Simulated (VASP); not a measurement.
Set up this calculation in VASP 6.6.1, as the native input.

```
Task                   : single point
Functional             : PBE
Potentials or basis    : VASP PAW PBE potentials, release 64 (Sc_sv, Si, S)
Cutoff                 : 520 eV
k mesh                 : 6 × 4 × 4
Occupations            : gaussian, width 0.2 eV
Spin                   : no spin polarisation
Dipole correction      : no
Further INCAR settings : ALGO = Normal; EDIFF = 1e-06; NBANDS = 39
```

The structure of Sc4SiS2 lies in POSCAR:

```
Sc4SiS2
1.0
    0.0000198718      0.0000414811      3.7267201421
    3.6596157260     -5.2115408141      0.0000822001
    3.6599117396      5.2117270296     -0.0002900257
Sc Si S
4 1 2
Direct
    0.9999878359      0.7513600606      0.2486596052
    0.5000084683      0.2534472990      0.2534374126
    0.4999906928      0.7465471212      0.7465713494
    0.0000167064      0.2486544499      0.7513252491
   -0.0000009488      0.0000148587      0.0000027547
    0.5000007707      0.4999972261      1.0000102711
    0.4999964747      0.9999789845      0.4999933580
```

The input as run:

INCAR

```
  ALGO = Normal
  EDIFF = 1E-6
  ENCUT = 520
  GGA = PE
  ISIF = 2
  ISMEAR = 0
  LASPH = T
  LCHARG = T
  LELF = T
  LREAL = F
  LVHAR = T
  LWAVE = F
  NBANDS = 39
  NELM = 60
  PREC = Accurate
  SIGMA = 0.2
```

KPOINTS

```
k-points
0
Gamma
  6 4 4
```

Potentials or basis: VASP PAW PBE potentials, release 64 (Sc_sv, Si, S).

Launch:

```sh
$ cat potpaw_PBE.64/Sc_sv/POTCAR potpaw_PBE.64/Si/POTCAR potpaw_PBE.64/S/POTCAR > POTCAR
$ mpirun -np 1 vasp_std > vasp.out
```

It gave:

```json
{"Pressure": "0.2 GPa", "Largest force": "0.012 eV/Å", "Band gap on the k mesh": "zero (bands 30 and 31 overlap by 0.90 eV)"}
```

It took 2.3 min on 1 thread of Intel(R) Xeon(R) 6975P-C (Granite Rapids), on a shared host, peak memory 0.38 GiB.
